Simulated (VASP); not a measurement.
# Zr3W (P6/mmm) in VASP: single point with PBE

Aim: the single point of Zr3W with PBE.

Everything below comes from runs of VASP 6.6.1. Logs are shortened: lines on timing, memory, paths and dates and some standing lists are left out, and cuts for length are marked.

### 1 The cell of the first run

Symmetry: P6/mmm, No. 191, hexagonal system. Conventional cell: a = 4.883 Å, b = 4.883 Å, c = 8.593 Å, α = 90.00°, β = 90.00°, γ = 120.00°. Zr (site symmetry 3m) has 5 Zr at 2.74 to 2.92 Å and 3 W at 3.13 Å within 3.6 Å. Within 3.7 Å of Zr (site symmetry -6m2) lie 5 Zr at 2.82 to 2.92 Å and 3 W at 2.82 Å. W (site symmetry 6/mmm) has 12 Zr at 3.13 Å within 4.1 Å. Within 3.7 Å of W (site symmetry 6/mmm) lie 6 Zr at 2.82 Å.

The cell was built from a structure type or drawn by symmetry, and may not be a known phase.

### 2 Single point, PBE

File INCAR:

```
PREC = Accurate
ENCUT = 520
EDIFF = 1E-7
ISMEAR = 0
SIGMA = 0.2
LREAL = F
LASPH = T
NELM = 80
ALGO = Normal
ISIF = 2
LWAVE = F
LCHARG = F
GGA = PE
NBANDS = 60
```

File KPOINTS:

```
regular mesh
0
Gamma
  4 4 3
```

File POSCAR:

```
Zr3W
1.0
    4.8825656612      0.0000000000      0.0000000000
   -2.4412828306      4.2284258983      0.0000000000
    0.0000000000      0.0000000000      8.5926538053
Zr W
6 2
Direct
    0.3333333333      0.6666666667      0.8403604631
    0.3333333333      0.6666666667      0.1596395369
    0.6666666667      0.3333333333      0.1596395369
    0.6666666667      0.3333333333      0.8403604631
    0.3333333333      0.6666666667      0.5000000000
    0.6666666667      0.3333333333      0.5000000000
    0.0000000000      0.0000000000      0.0000000000
    0.0000000000      0.0000000000      0.5000000000
```

Potentials or basis: VASP PAW PBE potentials, release 64 (Zr_sv, W_sv).

Launch:

```sh
$ cat potpaw_PBE.64/Zr_sv/POTCAR potpaw_PBE.64/W_sv/POTCAR > POTCAR
$ mpirun -np 1 vasp_std > vasp.out
```

OUTCAR:

```text
PREC = Accurate
   ENCUT = 520
   EDIFF = 1E-7
   ISMEAR = 0
   LREAL = F
   LASPH = T
   NELM = 80
   ISIF = 2
   GGA = PE

 ion  position               nearest neighbor table
   1  0.333  0.667  0.840-   2 2.74   4 2.82   4 2.82   4 2.82   5 2.92   7 3.13   7 3.13   7 3.13

   2  0.333  0.667  0.160-   1 2.74   3 2.82   3 2.82   3 2.82   5 2.92   7 3.13   7 3.13   7 3.13

   3  0.667  0.333  0.160-   4 2.74   2 2.82   2 2.82   2 2.82   6 2.92   7 3.13   7 3.13   7 3.13

   4  0.667  0.333  0.840-   3 2.74   1 2.82   1 2.82   1 2.82   6 2.92   7 3.13   7 3.13   7 3.13

   5  0.333  0.667  0.500-   8 2.82   6 2.82   6 2.82   8 2.82   8 2.82   6 2.82   1 2.92   2 2.92

   6  0.667  0.333  0.500-   8 2.82   5 2.82   5 2.82   8 2.82   8 2.82   5 2.82   3 2.92   4 2.92

   7  0.000  0.000  0.000-   1 3.13   2 3.13   3 3.13   4 3.13   3 3.13   4 3.13   1 3.13   2 3.13
                             3 3.13   4 3.13   1 3.13   2 3.13
   8  0.000  0.000  0.500-   5 2.82   6 2.82   6 2.82   5 2.82   6 2.82   5 2.82

  LATTYP: Found a hexagonal cell.
 ALAT       =     4.8825656612
 C/A-ratio  =     1.7598644650

  Lattice vectors:

 A1 = (   4.8825656612,   0.0000000000,   0.0000000000)
 A2 = (  -2.4412828306,   4.2284258983,   0.0000000000)
 A3 = (   0.0000000000,   0.0000000000,   8.5926538053)

Analysis of symmetry for initial positions (statically):
=====================================================================
 Subroutine PRICEL returns:
 Original cell was already a primitive cell.

 Routine SETGRP: Setting up the symmetry group for a
 hexagonal supercell.

 Subroutine GETGRP returns: Found 24 space group operations
 (whereof 24 operations were pure point group operations)
 out of a pool of 24 trial point group operations.

The static configuration has the point symmetry D_6h.

Analysis of symmetry for dynamics (positions and initial velocities):
=====================================================================
 Subroutine PRICEL returns:
 Original cell was already a primitive cell.

 Routine SETGRP: Setting up the symmetry group for a
 hexagonal supercell.

 Subroutine GETGRP returns: Found 24 space group operations
 (whereof 24 operations were pure point group operations)
 out of a pool of 24 trial point group operations.

The dynamic configuration has the point symmetry D_6h.

 Subroutine INISYM returns: Found 24 space group operations
 (whereof 24 operations are pure point group operations),
 and found     1 'primitive' translations

----------------------------------------------------------------------------------------

                                     Primitive cell

  volume of cell :     177.4002

  direct lattice vectors                    reciprocal lattice vectors
     4.882565661  0.000000000  0.000000000     0.204810354  0.118247313  0.000000000
    -2.441282831  4.228425898  0.000000000     0.000000000  0.236494626  0.000000000
     0.000000000  0.000000000  8.592653805     0.000000000  0.000000000  0.116378481

  length of vectors
     4.882565661  4.882565661  8.592653805     0.236494626  0.236494626  0.116378481

  position of ions in fractional coordinates (direct lattice)
     0.333333333  0.666666667  0.840360463
     0.333333333  0.666666667  0.159639537
     0.666666667  0.333333333  0.159639537
     0.666666667  0.333333333  0.840360463
     0.333333333  0.666666667  0.500000000
     0.666666667  0.333333333  0.500000000
     0.000000000  0.000000000  0.000000000
     0.000000000  0.000000000  0.500000000

  ion indices of the primitive-cell ions
   primitive index   ion index
                 1           1
                 2           2
                 3           3
                 4           4
                 5           5
                 6           6
                 7           7
                 8           8

----------------------------------------------------------------------------------------

 KPOINTS: regular mesh

Automatic generation of k-mesh.
 Grid dimensions read from file:
 generate k-points for:    4    4    3

 Generating k-lattice:

  Cartesian coordinates                     Fractional coordinates (reciprocal lattice)
     0.051202588  0.029561828  0.000000000     0.250000000  0.000000000  0.000000000
     0.000000000  0.059123656  0.000000000     0.000000000  0.250000000  0.000000000
     0.000000000  0.000000000  0.038792827     0.000000000  0.000000000  0.333333333

  Length of vectors
     0.059123656  0.059123656  0.038792827

  Shift w.r.t. Gamma in fractional coordinates (k-lattice)
     0.000000000  0.000000000  0.000000000

 Subroutine IBZKPT returns following result:
 ===========================================

 Found      8 irreducible k-points:

 Following reciprocal coordinates:
            Coordinates               Weight
  0.000000  0.000000  0.000000      1.000000
  0.250000  0.000000  0.000000      6.000000
  0.500000  0.000000  0.000000      3.000000
  0.250000  0.250000  0.000000      6.000000
  0.000000  0.000000  0.333333      2.000000
  0.250000  0.000000  0.333333     12.000000
  0.500000  0.000000  0.333333      6.000000
  0.250000  0.250000  0.333333     12.000000
   k-points           NKPTS =      8   k-points in BZ     NKDIM =      8   number of bands    NBANDS=     60
   number of dos      NEDOS =    301   number of ions     NIONS =      8
   total plane-waves  NPLWV =  82944
   dimension x,y,z NGX =    36 NGY =   36 NGZ =   64
   dimension x,y,z NGXF=    72 NGYF=   72 NGZF=  128
   ions per type =               6   2
   NGX,Y,Z   is equivalent  to a cutoff of  12.26, 12.26, 12.38 a.u.
   NGXF,Y,Z  is equivalent  to a cutoff of  24.52, 24.52, 24.76 a.u.
 SYSTEM =  unknown system
   PREC   = accura    normal or accurate (medium, high low for compatibility)
   ISTART =      0    job   : 0-new  1-cont  2-samecut
   ICHARG =      2    charge: 1-file 2-atom 10-const
   ISPIN  =      1    spin polarized calculation?
   LNONCOLLINEAR =      F non collinear calculations
   LSORBIT =      F    spin-orbit coupling
   LASPH  =      T    aspherical Exc in radial PAW
   ENCUT  =  520.0 eV  38.22 Ry    6.18 a.u.   9.08  9.08 15.98*2*pi/ulx,y,z
   NELM   =     80;   NELMIN=  2; NELMDL= -5     # of ELM steps
   EDIFF  = 0.1E-06   stopping-criterion for ELM
   LREAL  =      F    real-space projection
   EDIFFG = 0.1E-05   stopping-criterion for IOM
   NSW    =      0    number of steps for IOM
   IBRION =     -1    ionic relax: 0-MD 1-quasi-New 2-CG
   NFREE  =      0    steps in history (QN), initial steepest desc. (CG)
   ISIF   =      2    stress and relaxation
   ISYM   =      2    0-nonsym 1-usesym 2-fastsym
   POTIM  = 0.5000    time-step for ionic-motion
   TEBEG  =    0.0;   TEEND  =   0.0 temperature during run
   PSTRESS=    0.0 pullay stress
   NELECT =     100.0000    total number of electrons
   NUPDOWN=      -1.0000    fix difference up-down
   EMIN   =  10.00;   EMAX   =-10.00  energy-range for DOS
   EFERMI =   0.00;   METHOD = LEGACY
   ISMEAR =     0;   SIGMA  =   0.20  broadening in eV -4-tet -1-fermi 0-gaus
   EFERMI_NEDOS =   21; number of points for ismear=-14 and -15
   IALGO  =     38    algorithm
   IMIX   =      4    mixing-type and parameters
     AMIX     =   0.40;   BMIX     =  1.00
     AMIX_MAG =   1.60;   BMIX_MAG =  1.00
  volume/ion in A,a.u.               =      22.18       149.64
  Fermi-wavevector in a.u.,A,eV,Ry     =   1.352353  2.555577 24.883138  1.828859
  Thomas-Fermi vector in A             =   2.479699
   LORBIT       =      0    0 simple, 1 ext, 2 COOP (PROOUT), +10 PAW based schemes
   GGA     = PE    functional components
   LHFCALC =     F    Hartree Fock is set to
   AEXX    =    0.0000 exact exchange contribution
   IVDW    =     0    specifies the selected vdW correction
   LEPSILON=     F    determine dielectric tensor
   LRPA    =     F    only Hartree local field effects (RPA)
 non-spin polarized calculation
 Gauss-broadening in eV      SIGMA  =   0.20
  energy-cutoff  :      520.00
  volume of cell :      177.40
 maximum number of plane-waves:      4800
   NGX = 19   NGY = 19   NGZ = 31

 number of electron     100.0000002 magnetization

 Free energy of the ion-electron system (eV)
  ---------------------------------------------------
  ext. energy  EPLUGINS =         0.00000000
  ---------------------------------------------------
  free energy    TOTEN  =       -70.55760643 eV

  energy without entropy =      -70.38990110  energy(sigma->0) =      -70.47375377

 E-fermi :   8.5477     XC(G=0): -11.3108

 val. band max:        8.5217968377   @ k =   0.2500   0.0000   0.0000
 cond. band min:       8.5593502432   @ k =   0.2500   0.2500   0.3333
 fundamental gap:      0.0375534055
 Fermi energy:         8.5477451435

 k-point     1 :       0.0000    0.0000    0.0000
  band No.  band energies     occupation
      1     -65.3861      2.00000
      2     -65.1476      2.00000
      3     -39.9933      2.00000
      4     -39.8513      2.00000
      5     -39.7830      2.00000
      6     -39.6954      2.00000
[... 52 lines left out ...]
     59      10.6085      0.00000
     60      10.6087      0.00000

 k-point     2 :       0.2500    0.0000    0.0000
  band No.  band energies     occupation
      1     -65.3861      2.00000
      2     -65.1476      2.00000
      3     -39.9566      2.00000
      4     -39.8152      2.00000
      5     -39.7477      2.00000
      6     -39.7343      2.00000
[... 52 lines left out ...]
     59      10.3396      0.00000
     60      10.3455      0.00000

 k-point     3 :       0.5000    0.0000    0.0000
  band No.  band energies     occupation
      1     -65.3861      2.00000
      2     -65.1476      2.00000
      3     -39.8966      2.00000
      4     -39.7966      2.00000
      5     -39.7562      2.00000
      6     -39.6891      2.00000
[... 52 lines left out ...]
     59      10.6209      0.00000
     60      10.6647      0.00000

 k-point     4 :       0.2500    0.2500    0.0000
  band No.  band energies     occupation
      1     -65.3861      2.00000
      2     -65.1476      2.00000
      3     -39.8964      2.00000
      4     -39.7968      2.00000
      5     -39.7562      2.00000
      6     -39.6883      2.00000
[... 52 lines left out ...]
     59      10.5315      0.00000
     60      10.6395      0.00000

 k-point     5 :       0.0000    0.0000    0.3333
  band No.  band energies     occupation
      1     -65.3861      2.00000
      2     -65.1476      2.00000
      3     -39.9851      2.00000
      4     -39.8727      2.00000
      5     -39.7698      2.00000
      6     -39.6883      2.00000
[... 52 lines left out ...]
     59      10.5500      0.00000
     60      10.5552      0.00000

 k-point     6 :       0.2500    0.0000    0.3333
  band No.  band energies     occupation
      1     -65.3861      2.00000
      2     -65.1476      2.00000
      3     -39.9485      2.00000
      4     -39.8365      2.00000
      5     -39.7345      2.00000
      6     -39.7270      2.00000
[... 52 lines left out ...]
     59      10.3198      0.00000
     60      10.3253      0.00000

 k-point     7 :       0.5000    0.0000    0.3333
  band No.  band energies     occupation
      1     -65.3861      2.00000
      2     -65.1476      2.00000
      3     -39.8886      2.00000
      4     -39.7891      2.00000
      5     -39.7771      2.00000
      6     -39.6785      2.00000
[... 52 lines left out ...]
     59      10.8941      0.00000
     60      10.9212      0.00000

 k-point     8 :       0.2500    0.2500    0.3333
  band No.  band energies     occupation
      1     -65.3861      2.00000
      2     -65.1476      2.00000
      3     -39.8885      2.00000
      4     -39.7892      2.00000
      5     -39.7770      2.00000
      6     -39.6787      2.00000
[... 52 lines left out ...]
     59      10.2815      0.00000
     60      10.5422      0.00000

------------------------ aborting loop because EDIFF is reached ----------------------------------------

  FORCE on cell =-STRESS in cart. coord.  units (eV):
  Direction    XX          YY          ZZ          XY          YZ          ZX
  --------------------------------------------------------------------------------------
  -------------------------------------------------------------------------------------
  Total        0.3445641      0.3445641      0.5744220      0.0000000      0.0000000      0.0000000
  in kB        3.1119063      3.1119063      5.1878508      0.0000000      0.0000000      0.0000000
  external PRESSURE =       3.8038878 kB  Pullay stress =       0.0000000 kB

 VOLUME and BASIS-vectors are now :
 -----------------------------------------------------------------------------
  energy-cutoff  :      520.00
  volume of cell :      177.40
      direct lattice vectors                 reciprocal lattice vectors
     4.882565661  0.000000000  0.000000000     0.204810354  0.118247313  0.000000000
    -2.441282831  4.228425898  0.000000000     0.000000000  0.236494626  0.000000000
     0.000000000  0.000000000  8.592653805     0.000000000  0.000000000  0.116378481

 POSITION                                       TOTAL-FORCE (eV/Angst)
 -----------------------------------------------------------------------------------
     -0.00000      2.81895      7.22093        -0.000000      0.000000     -0.021877
     -0.00000      2.81895      1.37173        -0.000000      0.000000      0.021877
      2.44128      1.40948      1.37173         0.000000     -0.000000      0.021877
      2.44128      1.40948      7.22093         0.000000     -0.000000     -0.021877
     -0.00000      2.81895      4.29633        -0.000000      0.000000     -0.000000
      2.44128      1.40948      4.29633         0.000000     -0.000000     -0.000000
      0.00000      0.00000      0.00000        -0.000000      0.000000     -0.000000
      0.00000      0.00000      4.29633        -0.000000      0.000000     -0.000000
 -----------------------------------------------------------------------------------
    total drift:                               -0.000000      0.000000      0.000000

  FREE ENERGIE OF THE ION-ELECTRON SYSTEM (eV)
  ---------------------------------------------------
  free  energy   TOTEN  =       -70.5576064316 eV

  energy  without entropy=      -70.3899010994  energy(sigma->0) =      -70.47375377
```

It took 3 min on 1 thread of Oxide Virtual Turin-like, shared host; peak memory 0.27 GiB.

Results:

| Property | Result |
| --- | --- |
| Free energy | -70.5576 eV |
| Pressure | 0.4 GPa |
| Largest force | 0.022 eV/Å |
| Band gap on the k mesh | zero (bands 50 and 51 overlap by 0.81 eV) |

Forces on the atoms (eV/Å):
```
Zr   0.000  0.000 -0.022
Zr   0.000  0.000  0.022
Zr   0.000  0.000  0.022
Zr   0.000  0.000 -0.022
Zr   0.000  0.000  0.000
Zr   0.000  0.000  0.000
W    0.000  0.000  0.000
W    0.000  0.000  0.000
```

Stress tensor (GPa, compression positive):
```
0.31 0.00 0.00
0.00 0.31 0.00
0.00 0.00 0.52
```

Caveat: the k points lie up to 0.37 Å⁻¹ apart, too coarse for converged energies and pressures of a metal; spin-orbit coupling is left out, which moves the levels of the heavy elements.
